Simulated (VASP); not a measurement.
# BaTiO3 (Pm-3m) in VASP: further runs, part 2 of 2

VASP 6.6.1.

## 4. Relaxation of the atoms, PBE (13.11 Å³/atom)

This run uses another cell than the first one, of 13.11 Å³/atom.

Contents of INCAR:

```
PREC     = Accurate       # precision mode
ENCUT    = 520            # plane-wave cutoff, eV
EDIFF    = 1E-6           # SCF threshold, eV
ISMEAR   = -1             # smearing method
SIGMA    = 0.02           # smearing width, eV
LREAL    = False          # projectors in reciprocal space
LASPH    = True           # aspherical terms in the spheres
NELM     = 60             # most SCF steps
ALGO     = Normal         # electronic algorithm
ISIF     = 2              # what is computed and relaxed
LWAVE    = False          # write WAVECAR
LCHARG   = False          # write CHGCAR
GGA      = PE             # functional
IBRION   = 2              # ionic algorithm
NSW      = 80             # ionic steps
EDIFFG   = -0.02          # ionic threshold
```

Contents of KPOINTS:

```
regular mesh
0
Gamma
  8 8 8
```

Contents of POSCAR:

```
BaTiO3
1.0
    4.0325305745      0.0000000000      0.0000000000
    0.0000000000      4.0325305745      0.0000000000
    0.0000000000      0.0000000000      4.0325305745
Ba Ti O
1 1 3
Direct
    0.5000000000      0.5000000000      0.5000000000
    0.0000000000      0.0000000000      0.0000000000
    0.5000000000      0.0000000000      0.0000000000
    0.0000000000      0.5000000000      0.0000000000
    0.0000000000      0.0000000000      0.5000000000
```

Potentials or basis: VASP PAW PBE potentials, release 64 (Ba_sv, Ti_sv, O).

The run is started by

```bash
> cat potpaw_PBE.64/Ba_sv/POTCAR potpaw_PBE.64/Ti_sv/POTCAR potpaw_PBE.64/O/POTCAR > POTCAR
> mpirun -np 1 vasp_std > vasp.out
```

OUTCAR:

```text
PREC = Accurate
   ENCUT = 520
   EDIFF = 1E-6
   ISMEAR = -1
   LREAL = False
   LASPH = True
   NELM = 60
   ISIF = 2
   GGA = PE
   IBRION = 2
   NSW = 80
   EDIFFG = -0.02

 ion  position               nearest neighbor table
   1  0.500  0.500  0.500-   3 2.85   4 2.85   5 2.85   3 2.85   4 2.85   3 2.85   5 2.85   3 2.85
                             4 2.85   5 2.85   4 2.85   5 2.85   2 3.49   2 3.49   2 3.49   2 3.49
   2  0.000  0.000  0.000-   3 2.02   4 2.02   5 2.02   5 2.02   4 2.02   3 2.02   1 3.49   1 3.49
                             1 3.49   1 3.49   1 3.49   1 3.49   1 3.49   1 3.49
   3  0.500  0.000  0.000-   2 2.02   2 2.02   1 2.85   1 2.85   1 2.85   1 2.85
   4  0.000  0.500  0.000-   2 2.02   2 2.02   1 2.85   1 2.85   1 2.85   1 2.85
   5  0.000  0.000  0.500-   2 2.02   2 2.02   1 2.85   1 2.85   1 2.85   1 2.85

  LATTYP: Found a simple cubic cell.
 ALAT       =     4.0325305745

  Lattice vectors:

 A1 = (   4.0325305745,   0.0000000000,   0.0000000000)
 A2 = (   0.0000000000,   4.0325305745,   0.0000000000)
 A3 = (   0.0000000000,   0.0000000000,   4.0325305745)

Analysis of symmetry for initial positions (statically):
=====================================================================
 Subroutine PRICEL returns:
[... 184 lines left out ...]

 k-point     1 :       0.0000    0.0000    0.0000
  band No.  band energies     occupation
      1     -53.0686      2.00000
      2     -29.2678      2.00000
      3     -29.2678      2.00000
      4     -29.2678      2.00000
      5     -21.2049      2.00000
      6     -13.1788      2.00000
[... 637 lines left out ...]
     23       7.3758      0.00000
     24       8.6747      0.00000

 [... further k-points ...]

------------------------ aborting loop because EDIFF is reached ----------------------------------------

  FORCE on cell =-STRESS in cart. coord.  units (eV):
  Direction    XX          YY          ZZ          XY          YZ          ZX
  --------------------------------------------------------------------------------------
  -------------------------------------------------------------------------------------
  Total        0.0300397      0.0300397      0.0300397     -0.0000000     -0.0000000     -0.0000000
  in kB        0.7339615      0.7339615      0.7339615     -0.0000000     -0.0000000     -0.0000000
  external PRESSURE =       0.7339615 kB  Pullay stress =       0.0000000 kB

 VOLUME and BASIS-vectors are now :
 -----------------------------------------------------------------------------
  energy-cutoff  :      520.00
  volume of cell :       65.57
      direct lattice vectors                 reciprocal lattice vectors
     4.032530574  0.000000000  0.000000000     0.247983241  0.000000000  0.000000000
     0.000000000  4.032530574  0.000000000     0.000000000  0.247983241  0.000000000
     0.000000000  0.000000000  4.032530574     0.000000000  0.000000000  0.247983241

 POSITION                                       TOTAL-FORCE (eV/Angst)
 -----------------------------------------------------------------------------------
      2.01627      2.01627      2.01627         0.000000      0.000000      0.000000
      0.00000      0.00000      0.00000         0.000000      0.000000      0.000000
      2.01627      0.00000      0.00000         0.000000      0.000000      0.000000
      0.00000      2.01627      0.00000         0.000000      0.000000      0.000000
      0.00000      0.00000      2.01627         0.000000      0.000000      0.000000
 -----------------------------------------------------------------------------------
    total drift:                                0.000000     -0.000000      0.000000

  FREE ENERGIE OF THE ION-ELECTRON SYSTEM (eV)
  ---------------------------------------------------
  free  energy   TOTEN  =       -39.9859523436 eV

  energy  without entropy=      -39.9859523436  energy(sigma->0) =      -39.98595234

 reached required accuracy - stopping structural energy minimisation
```

CONTCAR:

```text
BaTiO3
   1.00000000000000
     4.0325305745000000    0.0000000000000000    0.0000000000000000
     0.0000000000000000    4.0325305745000000    0.0000000000000000
     0.0000000000000000    0.0000000000000000    4.0325305745000000
  Ba              Ti              O
     1     1     3
Direct
     0.5000000000000000    0.5000000000000000    0.5000000000000000
     0.0000000000000000    0.0000000000000000    0.0000000000000000
     0.5000000000000000    0.0000000000000000    0.0000000000000000
     0.0000000000000000    0.5000000000000000    0.0000000000000000
     0.0000000000000000    0.0000000000000000    0.5000000000000000

  0.00000000E+00  0.00000000E+00  0.00000000E+00
  0.00000000E+00  0.00000000E+00  0.00000000E+00
  0.00000000E+00  0.00000000E+00  0.00000000E+00
  0.00000000E+00  0.00000000E+00  0.00000000E+00
  0.00000000E+00  0.00000000E+00  0.00000000E+00
```

Wall time 25 s (1 thread of Intel Xeon 6975P-C (Granite Rapids), shared host); peak memory 0.2 GiB.

Results:

| Item | Value |
| --- | --- |
| Free energy | -39.9860 eV |
| Pressure after relaxing | 0.1 GPa |
| Band gap on the k mesh | 1.70 eV (least direct gap 1.87 eV) |

Final structure:
```cif
data_structure
_symmetry_space_group_name_H-M 'P 1'
_symmetry_Int_Tables_number 1
_cell_length_a 4.0325
_cell_length_b 4.0325
_cell_length_c 4.0325
_cell_angle_alpha 90.000
_cell_angle_beta 90.000
_cell_angle_gamma 90.000
_cell_volume 65.57
loop_
_atom_site_label
_atom_site_type_symbol
_atom_site_fract_x
_atom_site_fract_y
_atom_site_fract_z
_atom_site_occupancy
Ba1 Ba 0.50000 0.50000 0.50000 1
Ti1 Ti 0.00000 0.00000 0.00000 1
O1 O 0.50000 0.00000 0.00000 1
O2 O 0.00000 0.50000 0.00000 1
O3 O 0.00000 0.00000 0.50000 1
```

Caveat: the relaxation stopped at its first step, so nothing moved; spin-orbit coupling is left out, which moves the levels of the heavy elements.

## 5. Relaxation of the atoms, PBE (13.63 Å³/atom)

This run uses another cell than the first one, of 13.63 Å³/atom.

Contents of INCAR:

```
PREC = Accurate ; ENCUT = 520
EDIFF = 1E-6 ; ISMEAR = -1
SIGMA = 0.02 ; LREAL = False
LASPH = True ; NELM = 60
ALGO = Normal ; ISIF = 2
LWAVE = False ; LCHARG = False
GGA = PE ; IBRION = 2
NSW = 80 ; EDIFFG = -0.02
```

KPOINTS is that of step 4.

Changes to POSCAR since step 4:

```diff
@@ -2,5 +2,5 @@
 1.0
-    4.0325305745      0.0000000000      0.0000000000
-    0.0000000000      4.0325305745      0.0000000000
-    0.0000000000      0.0000000000      4.0325305745
+    4.0845689666      0.0000000000      0.0000000000
+    0.0000000000      4.0845689666      0.0000000000
+    0.0000000000      0.0000000000      4.0845689666
 Ba Ti O
```

The run is started by

```bash
> cat potpaw_PBE.64/Ba_sv/POTCAR potpaw_PBE.64/Ti_sv/POTCAR potpaw_PBE.64/O/POTCAR > POTCAR
> mpirun -np 1 vasp_std > vasp.out
```

Run time: 72 s. Hardware: 1 thread of Intel Xeon 8259CL, shared host; peak memory 0.21 GiB.

The run converged. Its results:

```
Free energy             : -39.9424 eV
Pressure after relaxing : -5.6 GPa
Band gap on the k mesh  : 1.62 eV (least direct gap 1.82 eV)
```

Final structure:
```
Ba Ti O
1.0
     4.08457    0.00000    0.00000
     0.00000    4.08457    0.00000
     0.00000    0.00000    4.08457
Ba Ti O
1 1 3
Direct
  0.50000 0.50000 0.50000
  0.00000 0.00000 0.00000
  0.50000 0.00000 0.00000
  0.00000 0.50000 0.00000
  0.00000 0.00000 0.50000
```

Levels at points of the mesh, in eV from the valence-band top:
| k point | band 16 | band 17 | band 18 | band 19 | band 20 | band 21 | band 22 | band 23 | band 24 |
| --- | --- | --- | --- | --- | --- | --- | --- | --- | --- |
| (0.00, 0.00, 0.00) | -1.00 | -1.00 | -0.20 | -0.20 | -0.20 | 1.62 | 1.62 | 1.62 | 3.50 |
| (0.50, 0.00, 0.00) | -1.75 | -1.75 | -1.75 | -0.71 | -0.71 | 1.76 | 3.19 | 3.19 | 3.50 |
| (0.50, 0.50, 0.00) | -2.48 | -1.73 | -0.90 | -0.90 | -0.08 | 3.19 | 3.19 | 3.58 | 4.27 |
| (0.50, 0.50, 0.50) | -2.41 | -2.41 | 0.00 | 0.00 | 0.00 | 3.79 | 3.79 | 3.79 | 6.46 |

Caveat: the relaxation stopped at its first step, so nothing moved; spin-orbit coupling is left out, which moves the levels of the heavy elements. A k mesh can miss the band edges.

## 6. Relaxation of the atoms, PBE (13.37 Å³/atom)

This run uses another cell than the first one, of 13.37 Å³/atom.

Contents of INCAR:

```
ALGO = Normal
EDIFF = 1E-6
EDIFFG = -0.02
ENCUT = 520
GGA = PE
IBRION = 2
ISIF = 2
ISMEAR = -1
LASPH = True
LCHARG = False
LREAL = False
LWAVE = False
NELM = 80
NSW = 80
PREC = Accurate
SIGMA = 0.02
```

Contents of KPOINTS:

```
k-points
0
Gamma
  8 8 8
```

Changes to POSCAR since step 5:

```diff
@@ -2,5 +2,5 @@
 1.0
-    4.0845689666      0.0000000000      0.0000000000
-    0.0000000000      4.0845689666      0.0000000000
-    0.0000000000      0.0000000000      4.0845689666
+    4.0587165717      0.0000000000      0.0000000000
+    0.0000000000      4.0587165717      0.0000000000
+    0.0000000000      0.0000000000      4.0587165717
 Ba Ti O
```

Potentials or basis: VASP PAW PBE potentials, release 64 (Ba_sv, Ti_sv, O).

The run is started by

```bash
> cat potpaw_PBE.64/Ba_sv/POTCAR potpaw_PBE.64/Ti_sv/POTCAR potpaw_PBE.64/O/POTCAR > POTCAR
> mpirun -np 1 vasp_std > vasp.out
```

Run time: 78 s. Hardware: 1 thread of Intel Xeon Platinum 8375C at 2.90GHz (Ice Lake), shared host; peak memory 0.2 GiB.

It converged, with:

```yaml
Free_energy: -39.9756 eV
Pressure_after_relaxing: -3.0 GPa
Band_gap_on_the_k_mesh: 1.66 eV (least direct gap 1.84 eV)
```

Final structure:
```
Ba Ti O
1.0
     4.05872    0.00000    0.00000
     0.00000    4.05872    0.00000
     0.00000    0.00000    4.05872
Ba Ti O
1 1 3
Cartesian
  2.0294 2.0294 2.0294
  0.0000 0.0000 0.0000
  2.0294 0.0000 0.0000
  0.0000 2.0294 0.0000
  0.0000 0.0000 2.0294
```

Levels at points of the mesh, in eV from the valence-band top:
```tsv
k point	band 16	band 17	band 18	band 19	band 20	band 21	band 22	band 23	band 24
(0.00, 0.00, 0.00)	-1.03	-1.03	-0.18	-0.18	-0.18	1.66	1.66	1.66	3.62
(0.50, 0.00, 0.00)	-1.80	-1.78	-1.78	-0.71	-0.71	1.80	3.28	3.28	3.63
(0.50, 0.50, 0.00)	-2.55	-1.73	-0.89	-0.89	-0.08	3.29	3.29	3.68	4.42
(0.50, 0.50, 0.50)	-2.41	-2.41	0.00	0.00	0.00	3.90	3.90	3.90	6.54
```

Caveat: the relaxation stopped at its first step, so nothing moved; spin-orbit coupling is left out, which moves the levels of the heavy elements. A k mesh can miss the band edges.

## 7. Summary

```csv
cell,gap on the mesh (eV),pressure (GPa)
"atoms relaxed from a = 3.924 Å, 5 atoms",1.86,16.0
"atoms relaxed from a = 3.952 Å, 5 atoms",1.82,11.3
"atoms relaxed from a = 4.033 Å, 5 atoms",1.70,0.1
"atoms relaxed from a = 4.085 Å, 5 atoms",1.62,-5.6
"atoms relaxed from a = 4.059 Å, 5 atoms",1.66,-3.0
```

Alike in all rows: task relaxation of the atoms; level PBE; potentials or basis VASP PAW PBE potentials, release 64 (Ba_sv, Ti_sv, O); no spin polarisation; k mesh 8 × 8 × 8; cutoff (eV) 520; smearing fermi-dirac 0.02 eV.

Caveats: the relaxation stopped at its first step, so nothing moved; spin-orbit coupling is left out, which moves the levels of the heavy elements.

Total energies depend on the potentials used, so only differences within one code and one set of settings carry meaning.
